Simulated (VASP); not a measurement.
Input of a VASP 6.6.1 run:

INCAR

```
SYSTEM = BAs
PREC     = Accurate       ! precision mode
ENCUT    = 500            ! plane-wave cutoff, eV
EDIFF    = 1E-6           ! SCF threshold, eV
ISMEAR   = 0              ! smearing method
SIGMA    = 0.01           ! smearing width, eV
LREAL    = .False.        ! projectors in reciprocal space
LASPH    = .True.         ! aspherical terms in the spheres
NELM     = 120            ! most SCF steps
ALGO     = Normal         ! electronic algorithm
ISIF     = 2              ! what is computed and relaxed
LWAVE    = .False.        ! write WAVECAR
LCHARG   = .True.         ! write CHGCAR
GGA      = PE             ! functional
LELF     = .True.         ! ELF
LVHAR    = .True.       
NBANDS   = 11             ! bands
GGA_COMPAT= .False.
```

File KPOINTS:

```
Automatic mesh
0
Gamma
  8 8 8
  0 0 0
```

POSCAR

```
BAs
1.0
    0.0000000000      2.4045577721      2.4045577721
    2.4045577721      0.0000000000      2.4045577721
    2.4045577721      2.4045577721      0.0000000000
B As
1 1
Direct
    0.0000000000      0.0000000000      0.0000000000
    0.2500000000      0.2500000000      0.2500000000
```

Potentials or basis: VASP PAW PBE potentials, release 64 (B, As).

Command:

```bash
$ cat potpaw_PBE.64/B/POTCAR potpaw_PBE.64/As/POTCAR > POTCAR
$ mpirun -np 1 vasp_std > vasp.out
```

Question: What does it give for the band gap on the k mesh?

Answer: 1.21 eV, indirect (least direct gap 3.25 eV).

Question: Predict the pressure.

Answer: 0.6 GPa.

A k mesh can miss the band edges.
